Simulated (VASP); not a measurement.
# LiSb7 (P-6m2) in VASP: further runs

LiSb7 is run at these levels: PBE; tasks: single point, relaxation of cell and atoms.

All numbers are computed with VASP 6.6.1; they aren't measurements. Logs are shortened: lines on timing, memory, paths and dates and some standing lists are left out, and cuts for length are marked.

## 1. The cell of the first run

It takes space group P-6m2 (No. 187, hexagonal). The conventional cell has a = 7.437 Å, b = 7.437 Å, c = 5.840 Å, α = 90.00°, β = 90.00°, γ = 120.00°. Li (site symmetry -6m2) has 12 Sb at 3.59 to 3.72 Å within 4.7 Å. Sb (site symmetry mm2) has 10 Sb at 3.62 to 3.72 Å and 2 Li at 3.72 Å within 4.8 Å. Within 4.7 Å of Sb (site symmetry mm2) lie 2 Li at 3.59 Å and 10 Sb at 3.62 to 3.82 Å. Sb (site symmetry -6m2) has 12 Sb at 3.62 to 3.72 Å within 4.8 Å.

The cell was built from a structure type or drawn by symmetry, and may not be a known phase.

## 2. Single point, PBE

The input, INCAR:

```
PREC = Accurate
ENCUT = 520
EDIFF = 1E-6
ISMEAR = 0
SIGMA = 0.1
LREAL = F
LASPH = T
NELM = 100
ALGO = Normal
ISIF = 2
LWAVE = F
LCHARG = F
GGA = PE
NBANDS = 29
```

The input, KPOINTS:

```
Automatic mesh
0
Gamma
  3 3 4
```

The input, POSCAR:

```
LiSb7
1.0
    7.4365469900      0.0000000000      0.0000000000
   -3.7182734900      6.4402386100      0.0000000000
    0.0000000000      0.0000000000      5.8397759100
Li Sb
1 7
Direct
    0.0000000000      0.0000000000      0.5000000000
    0.9995104700      0.4997552300      0.5000000000
    0.5002447700      0.4997552300      0.5000000000
    0.5002447700      0.0004895300      0.5000000000
    0.1621232000      0.3242464100      0.0000000000
    0.1621232000      0.8378768000      0.0000000000
    0.6757535900      0.8378768000      0.0000000000
    0.6666666700      0.3333333300      0.0000000000
```

Potentials or basis: VASP PAW PBE potentials, release 64 (Li_sv, Sb).

The run is started by

```console
cat potpaw_PBE.64/Li_sv/POTCAR potpaw_PBE.64/Sb/POTCAR > POTCAR
mpirun -np 1 vasp_std > vasp.out
```

OUTCAR:

```text
PREC = Accurate
   ENCUT = 520
   EDIFF = 1E-6
   ISMEAR = 0
   LREAL = F
   LASPH = T
   NELM = 100
   ISIF = 2
   GGA = PE

 ion  position               nearest neighbor table
   1  0.000  0.000  0.500-
   2  1.000  0.500  0.500-   8 3.62   8 3.62   5 3.64   5 3.64   6 3.64   6 3.64   3 3.71   4 3.71
                             3 3.72   4 3.72
   3  0.500  0.500  0.500-   8 3.62   8 3.62   7 3.64   7 3.64   5 3.64   5 3.64   4 3.71   2 3.71
                             4 3.72   2 3.72
   4  0.500  0.000  0.500-   8 3.62   8 3.62   7 3.64   7 3.64   6 3.64   6 3.64   3 3.71   2 3.71
                             3 3.72   2 3.72
   5  0.162  0.324  0.000-   6 3.62   7 3.62   2 3.64   2 3.64   3 3.64   3 3.64   8 3.72   8 3.72

   6  0.162  0.838  0.000-   5 3.62   7 3.62   2 3.64   2 3.64   4 3.64   4 3.64   8 3.72   8 3.72

   7  0.676  0.838  0.000-   6 3.62   5 3.62   4 3.64   4 3.64   3 3.64   3 3.64   8 3.72   8 3.72

   8  0.667  0.333  0.000-   3 3.62   3 3.62   4 3.62   4 3.62   2 3.62   2 3.62   7 3.72   5 3.72
                             6 3.72   6 3.72   7 3.72   5 3.72

  LATTYP: Found a hexagonal cell.
 ALAT       =     7.4365469900
 C/A-ratio  =     0.7852805768

  Lattice vectors:

 A1 = (   7.4365469900,   0.0000000000,   0.0000000000)
 A2 = (  -3.7182734900,   6.4402386100,   0.0000000000)
 A3 = (   0.0000000000,   0.0000000000,   5.8397759100)

Analysis of symmetry for initial positions (statically):
=====================================================================
 Subroutine PRICEL returns:
 Original cell was already a primitive cell.

 Routine SETGRP: Setting up the symmetry group for a
 hexagonal supercell.

 Subroutine GETGRP returns: Found 12 space group operations
 (whereof 12 operations were pure point group operations)
 out of a pool of 24 trial point group operations.

The static configuration has the point symmetry D_3h.

Analysis of symmetry for dynamics (positions and initial velocities):
=====================================================================
 Subroutine PRICEL returns:
 Original cell was already a primitive cell.

 Routine SETGRP: Setting up the symmetry group for a
 hexagonal supercell.

 Subroutine GETGRP returns: Found 12 space group operations
 (whereof 12 operations were pure point group operations)
 out of a pool of 24 trial point group operations.

The dynamic configuration has the point symmetry D_3h.

 Subroutine INISYM returns: Found 12 space group operations
 (whereof 12 operations are pure point group operations),
 and found     1 'primitive' translations

----------------------------------------------------------------------------------------

                                     Primitive cell

  volume of cell :     279.6852

  direct lattice vectors                    reciprocal lattice vectors
     7.436546990  0.000000000  0.000000000     0.134471012  0.077636875  0.000000000
    -3.718273490  6.440238610  0.000000000     0.000000000  0.155273750  0.000000000
     0.000000000  0.000000000  5.839775910     0.000000000  0.000000000  0.171239447

  length of vectors
     7.436546990  7.436546988  5.839775910     0.155273750  0.155273750  0.171239447

  position of ions in fractional coordinates (direct lattice)
     0.000000000  0.000000000  0.500000000
     0.999510470  0.499755230  0.500000000
     0.500244770  0.499755230  0.500000000
     0.500244770  0.000489530  0.500000000
     0.162123200  0.324246410  0.000000000
     0.162123200  0.837876800  0.000000000
     0.675753590  0.837876800  0.000000000
     0.666666670  0.333333330  0.000000000

  ion indices of the primitive-cell ions
   primitive index   ion index
                 1           1
                 2           2
                 3           3
                 4           4
                 5           5
                 6           6
                 7           7
                 8           8

----------------------------------------------------------------------------------------

 KPOINTS: Automatic mesh

Automatic generation of k-mesh.
 Grid dimensions read from file:
 generate k-points for:    3    3    4

 Generating k-lattice:

  Cartesian coordinates                     Fractional coordinates (reciprocal lattice)
     0.044823671  0.025878958  0.000000000     0.333333333  0.000000000  0.000000000
     0.000000000  0.051757917  0.000000000     0.000000000  0.333333333  0.000000000
     0.000000000  0.000000000  0.042809862     0.000000000  0.000000000  0.250000000

  Length of vectors
     0.051757917  0.051757917  0.042809862

  Shift w.r.t. Gamma in fractional coordinates (k-lattice)
     0.000000000  0.000000000  0.000000000

 Subroutine IBZKPT returns following result:
 ===========================================

 Found      9 irreducible k-points:

 Following reciprocal coordinates:
            Coordinates               Weight
  0.000000  0.000000  0.000000      1.000000
[... 38 lines left out ...]
   NUPDOWN=      -1.0000    fix difference up-down
   EMIN   =  10.00;   EMAX   =-10.00  energy-range for DOS
   EFERMI =   0.00;   METHOD = LEGACY
   ISMEAR =     0;   SIGMA  =   0.10  broadening in eV -4-tet -1-fermi 0-gaus
   EFERMI_NEDOS =   21; number of points for ismear=-14 and -15
   IALGO  =     38    algorithm
   IMIX   =      4    mixing-type and parameters
     AMIX     =   0.40;   BMIX     =  1.00
     AMIX_MAG =   1.60;   BMIX_MAG =  1.00
  volume/ion in A,a.u.               =      34.96       235.93
  Fermi-wavevector in a.u.,A,eV,Ry     =   0.841614  1.590420  9.637195  0.708314
  Thomas-Fermi vector in A             =   1.956187
   LORBIT       =      0    0 simple, 1 ext, 2 COOP (PROOUT), +10 PAW based schemes
   GGA     = PE    functional components
   LHFCALC =     F    Hartree Fock is set to
   AEXX    =    0.0000 exact exchange contribution
   IVDW    =     0    specifies the selected vdW correction
   LEPSILON=     F    determine dielectric tensor
   LRPA    =     F    only Hartree local field effects (RPA)
 non-spin polarized calculation
 Gauss-broadening in eV      SIGMA  =   0.10
  energy-cutoff  :      520.00
  volume of cell :      279.69
 maximum number of plane-waves:      7533
 NGX is ok and might be reduce to    56
   NGX = 27   NGY = 27   NGZ = 21

 number of electron      38.0000001 magnetization

 Free energy of the ion-electron system (eV)
  ---------------------------------------------------
  ext. energy  EPLUGINS =         0.00000000
  ---------------------------------------------------
  free energy    TOTEN  =       -27.70651885 eV

  energy without entropy =      -27.68868630  energy(sigma->0) =      -27.69760258

 E-fermi :   4.6626     XC(G=0):  -8.7148

 val. band max:        4.6589456073   @ k =   0.3333   0.3333   0.0000
 cond. band min:       4.6741041612   @ k =   0.3333   0.0000   0.5000
 fundamental gap:      0.0151585539
 Fermi energy:         4.6625657857

 k-point     1 :       0.0000    0.0000    0.0000
  band No.  band energies     occupation
      1     -42.9837      2.00000
      2      -6.1949      2.00000
      3      -4.1108      2.00000
      4      -4.1108      2.00000
      5      -3.9534      2.00000
      6      -3.5162      2.00000
[... 21 lines left out ...]
     28       7.3035      0.00000
     29       7.8065      0.00000

 k-point     2 :       0.3333    0.0000    0.0000
  band No.  band energies     occupation
      1     -42.9837      2.00000
      2      -5.8769      2.00000
      3      -4.9183      2.00000
      4      -4.2374      2.00000
      5      -4.0253      2.00000
      6      -3.3473      2.00000
[... 21 lines left out ...]
     28       7.1537      0.00000
     29       7.7249      0.00000

 k-point     3 :       0.3333    0.3333    0.0000
  band No.  band energies     occupation
      1     -42.9837      2.00000
      2      -5.4043      2.00000
      3      -5.3108      2.00000
      4      -4.8794      2.00000
      5      -3.3845      2.00000
      6      -3.3336      2.00000
[... 158 lines left out ...]
      5      -4.0342      2.00000
      6      -3.6587      2.00000
[... 21 lines left out ...]
     28       6.7944      0.00000
     29       6.9496      0.00000

 k-point     9 :       0.3333    0.3333    0.5000
  band No.  band energies     occupation
      1     -42.9837      2.00000
      2      -4.6033      2.00000
      3      -4.5523      2.00000
      4      -4.4959      2.00000
      5      -4.4677      2.00000
      6      -4.4296      2.00000
[... 21 lines left out ...]
     28       6.6855      0.00000
     29       6.6869      0.00000

------------------------ aborting loop because EDIFF is reached ----------------------------------------

  FORCE on cell =-STRESS in cart. coord.  units (eV):
  Direction    XX          YY          ZZ          XY          YZ          ZX
  --------------------------------------------------------------------------------------
  -------------------------------------------------------------------------------------
  Total      -14.3669357    -14.3669357    -13.0077179     -0.0000000      0.0000000      0.0000000
  in kB      -82.3010286    -82.3010286    -74.5147462     -0.0000001      0.0000000      0.0000000
  external PRESSURE =     -79.7056011 kB  Pullay stress =       0.0000000 kB

 VOLUME and BASIS-vectors are now :
 -----------------------------------------------------------------------------
  energy-cutoff  :      520.00
  volume of cell :      279.69
      direct lattice vectors                 reciprocal lattice vectors
     7.436546990  0.000000000  0.000000000     0.134471012  0.077636875  0.000000000
    -3.718273490  6.440238610  0.000000000     0.000000000  0.155273750  0.000000000
     0.000000000  0.000000000  5.839775910     0.000000000  0.000000000  0.171239447

 POSITION                                       TOTAL-FORCE (eV/Angst)
 -----------------------------------------------------------------------------------
      0.00000      0.00000      2.91989         0.000000      0.000000      0.000000
      5.57468      3.21854      2.91989        -0.166966     -0.096398     -0.000000
      1.86187      3.21854      2.91989         0.166966     -0.096398     -0.000000
      3.71827      0.00315      2.91989         0.000000      0.192796      0.000000
     -0.00000      2.08822      0.00000         0.000000      0.021318      0.000000
     -1.90982      5.39613      0.00000         0.018462     -0.010659     -0.000000
      1.90982      5.39613      0.00000        -0.018462     -0.010659     -0.000000
      3.71827      2.14675      0.00000        -0.000000      0.000000      0.000000
 -----------------------------------------------------------------------------------
    total drift:                               -0.000007      0.000004     -0.000000

  FREE ENERGIE OF THE ION-ELECTRON SYSTEM (eV)
  ---------------------------------------------------
  free  energy   TOTEN  =       -27.7065188537 eV

  energy  without entropy=      -27.6886863044  energy(sigma->0) =      -27.69760258
```

It took 41 s on 1 thread of Intel Xeon 6975P-C (Granite Rapids), shared host; peak memory 0.39 GiB.

Results:

```yaml
Free_energy: -27.7065 eV
Largest_force: 0.193 eV/Å
Band_gap_on_the_k_mesh: zero (bands 19 and 20 overlap by 1.62 eV)
```

Forces in eV/Å, atoms in the order of the input:
```
Li   0.000  0.000  0.000
Sb  -0.167 -0.096  0.000
Sb   0.167 -0.096  0.000
Sb   0.000  0.193  0.000
Sb   0.000  0.021  0.000
Sb   0.018 -0.011  0.000
Sb  -0.018 -0.011  0.000
Sb   0.000  0.000  0.000
```

Caveat: the cutoff is under 1.25 times the usual one of these potentials, so pressure, stress and relaxed cells hold a basis-set (Pulay) error; spin-orbit coupling is left out, which moves the levels of the heavy elements.

## 3. Single point, PBE

This run uses another cell than the first one, of 26.92 Å³/atom.

The input, INCAR:

```
SYSTEM = LiSb7
ALGO = Normal
EDIFF = 1E-6
ENCUT = 520
GGA = PE
ISIF = 2
ISMEAR = 0
LASPH = .TRUE.
LCHARG = .FALSE.
LREAL = .FALSE.
LWAVE = .FALSE.
NBANDS = 29
NELM = 100
PREC = Accurate
SIGMA = 0.1
```

The input, KPOINTS:

```
k-points
0
G
  3 3 4
  0 0 0
```

The input, POSCAR:

```
LiSb7
1.0
    6.7070483210     -0.0000000026      0.0000000000
   -3.3535241583      5.8084742317      0.0000000000
    0.0000000000      0.0000000000      5.5283413623
Li Sb
1 7
Direct
    0.0000000000      0.0000000000      0.5000000000
    0.9982373201      0.4991186601      0.5000000000
    0.5008813399      0.4991186601      0.5000000000
    0.5008813399      0.0017626799      0.5000000000
    0.1779787172      0.3559574345      0.0000000000
    0.1779787172      0.8220212828      0.0000000000
    0.6440425655      0.8220212828      0.0000000000
    0.6666666667      0.3333333333      0.0000000000
```

Potentials or basis: VASP PAW PBE potentials, release 64 (Li_sv, Sb).

The run is started by

```console
cat potpaw_PBE.64/Li_sv/POTCAR potpaw_PBE.64/Sb/POTCAR > POTCAR
mpirun -np 1 vasp_std > vasp.out
```

It took 26 s on 1 thread of Intel Xeon 6975P-C (Granite Rapids), shared host; peak memory 0.31 GiB.

The run converged. Its results:

```
Free energy            : -29.9672 eV
Largest force          : 0.027 eV/Å
Band gap on the k mesh : zero (bands 19 and 20 overlap by 2.49 eV)
```

Forces in eV/Å, atoms in the order of the input:
```
Li   0.000  0.000  0.000
Sb   0.014  0.008  0.000
Sb  -0.014  0.008  0.000
Sb   0.000 -0.017  0.000
Sb   0.000 -0.027  0.000
Sb  -0.024  0.014  0.000
Sb   0.024  0.014  0.000
Sb   0.000  0.000  0.000
```

Levels at points of the mesh, in eV from the Fermi level:
```csv
k point,band 15,band 16,band 17,band 18,band 19,band 20,band 21,band 22
"(0.00, 0.00, 0.00)",-2.16,-2.11,-2.11,-1.29,0.36,0.36,0.77,1.21
"(0.00, 0.00, 0.50)",-1.35,-0.46,0.48,1.82,1.82,1.89,1.89,1.89
```

Caveat: the k points lie up to 0.36 Å⁻¹ apart, too coarse for converged energies and pressures of a metal; the cutoff is under 1.25 times the usual one of these potentials, so pressure, stress and relaxed cells hold a basis-set (Pulay) error; spin-orbit coupling is left out, which moves the levels of the heavy elements.

## 4. Relaxation of cell and atoms, PBE

The input, INCAR:

```
SYSTEM = LiSb7
ALGO = Normal
EDIFF = 1E-6
EDIFFG = -0.04
ENCUT = 600
GGA = PE
IBRION = 2
ISIF = 3
ISMEAR = 0
LASPH = .TRUE.
LCHARG = .FALSE.
LREAL = .FALSE.
LWAVE = .FALSE.
NELM = 100
NSW = 90
PREC = Accurate
SIGMA = 0.1
```

KPOINTS is that of step 3.

The input, POSCAR:

```
LiSb7
1.0
    7.4365469900      0.0000000000      0.0000000000
   -3.7182734900      6.4402386100      0.0000000000
    0.0000000000      0.0000000000      5.8397759100
Li Sb
1 7
Direct
    0.0000000000      0.0000000000      0.5000000000
    0.9995104700      0.4997552300      0.5000000000
    0.5002447700      0.4997552300      0.5000000000
    0.5002447700      0.0004895300      0.5000000000
    0.1621232000      0.3242464100      0.0000000000
    0.1621232000      0.8378768000      0.0000000000
    0.6757535900      0.8378768000      0.0000000000
    0.6666666700      0.3333333300      0.0000000000
```

The run is started by

```console
cat potpaw_PBE.64/Li_sv/POTCAR potpaw_PBE.64/Sb/POTCAR > POTCAR
mpirun -np 1 vasp_std > vasp.out
```

Wall time 9.5 min (1 thread of Intel Xeon 6975P-C (Granite Rapids), shared host); peak memory 0.47 GiB.

The run converged. Its results:

```yaml
Free_energy: -29.9721 eV
Relaxed_volume: 26.83 Å³/atom
Relaxed_cell: a = 6.701 Å, b = 6.701 Å, c = 5.520 Å, α = 90.00°, β = 90.00°, γ = 120.00°
Space_group_after_relaxing_to_0.1_Å: P-6m2 (No. 187)
Energy_gained_by_relaxing: 283.3 meV/atom
Ionic_steps: 29
Pressure_after_relaxing: 0.0 GPa
Largest_force_after_relaxing: 0.030 eV/Å
Band_gap_on_the_k_mesh: zero (bands 19 and 20 overlap by 2.51 eV)
```

Forces on the atoms (eV/Å):
```
Li   0.000  0.000  0.000
Sb  -0.011 -0.006  0.000
Sb   0.011 -0.006  0.000
Sb   0.000  0.013  0.000
Sb   0.000  0.030  0.000
Sb   0.026 -0.015  0.000
Sb  -0.026 -0.015  0.000
Sb   0.000  0.000  0.000
```

Step by step:
```
step  energy change (eV)  largest force (eV/Å)  pressure (GPa)  volume (Å³)
   1              0.0000                0.1928           -7.97       279.69
   2             -2.1585                0.0791           -0.78       214.99
   3             -2.1668                0.0798           -0.02       211.80
   4             -2.1658                0.0806            0.30       210.56
   5             -2.1684                0.0821           -0.08       212.09
   6             -2.1685                0.0825           -0.16       212.45
   7             -2.1710                0.0942           -0.14       212.45
   8             -2.1793                0.1349           -0.06       212.46
   9             -2.1993                0.1834            0.15       212.45
  10             -2.1824                0.5472            0.90       212.38
  11             -2.2073                0.2563            0.29       212.44
  12             -2.2084                0.3639            0.50       212.42
  13             -2.2094                0.3121            0.40       212.43
  14             -2.2102                0.3186            0.40       212.49
  15             -2.2120                0.3391            0.41       212.67
  16             -2.2125                0.3833            0.42       213.03
  17             -2.2128                0.3659            0.41       212.89
  18             -2.2146                0.3586            0.37       213.05
  19             -2.2195                0.3370            0.24       213.51
  20             -2.2275                0.2952           -0.01       214.43
  21             -2.2367                0.2183           -0.48       216.28
  22             -2.2306                0.1366           -1.33       220.01
  23             -2.2382                0.1742           -0.76       217.43
  24             -2.2441                0.1531           -0.66       217.03
  25             -2.2571                0.0842           -0.33       215.82
  26             -2.2585                0.0762            0.46       213.40
  27             -2.2623                0.0328            0.05       214.57
  28             -2.2644                0.0329            0.04       214.60
  29             -2.2662                0.0299            0.02       214.67
```

Final structure:
```
CELL_PARAMETERS angstrom
6.70138 0.00000 0.00000
-3.35069 5.80357 0.00000
0.00000 0.00000 5.51955
ATOMIC_POSITIONS crystal
Li 0.00000 0.00000 0.50000
Sb 0.99906 0.49953 0.50000
Sb 0.50047 0.49953 0.50000
Sb 0.50047 0.00094 0.50000
Sb 0.17671 0.35343 0.00000
Sb 0.17671 0.82329 0.00000
Sb 0.64657 0.82329 0.00000
Sb 0.66667 0.33333 0.00000
```

Levels at points of the mesh, in eV from the Fermi level:
```
           k point  band 14  band 15  band 16  band 17  band 18  band 19  band 20  band 21  band 22  band 23
(0.00, 0.00, 0.00)    -2.16    -2.16    -2.12    -2.12    -1.28     0.35     0.35     0.76     1.22     1.22
(0.00, 0.00, 0.50)    -4.05    -1.38    -0.43     0.49     1.83     1.83     1.87     1.90     1.90     2.09
```

Caveat: the cutoff is under 1.25 times the usual one of these potentials, so pressure, stress and relaxed cells hold a basis-set (Pulay) error; the volume moved by over 15 % at a fixed basis, so the end points are rough; spin-orbit coupling is left out, which moves the levels of the heavy elements.

## 5. Summary

```csv
task,cell,cutoff (eV),gap on the mesh (eV),largest force (eV/Å)
single point,"a = 7.437, b = 7.437, c = 5.840 Å, angles 90.0, 90.0, 120.0°, 8 atoms, atomic positions A",520,none,0.19
single point,"a = 6.707, b = 6.707, c = 5.528 Å, angles 90.0, 90.0, 120.0°, 8 atoms, atomic positions B",520,none,0.03
relaxation of cell and atoms,"relaxed from a = 7.437, b = 7.437, c = 5.840 Å, angles 90.0, 90.0, 120.0°, 8 atoms, atomic positions A",600,none,0.03
```

Alike in all rows: level PBE; potentials or basis VASP PAW PBE potentials, release 64 (Li_sv, Sb); no spin polarisation; k mesh 3 × 3 × 4; smearing gaussian 0.1 eV.

Caveats: some runs use coarse meshes; the cutoff is under 1.25 times the usual one of these potentials, so pressure, stress and relaxed cells hold a basis-set (Pulay) error; spin-orbit coupling is left out, which moves the levels of the heavy elements; the volume moved by over 15 % at a fixed basis, so the end points are rough (at least some runs).

Absolute energies hang on the potentials; compare differences alone.
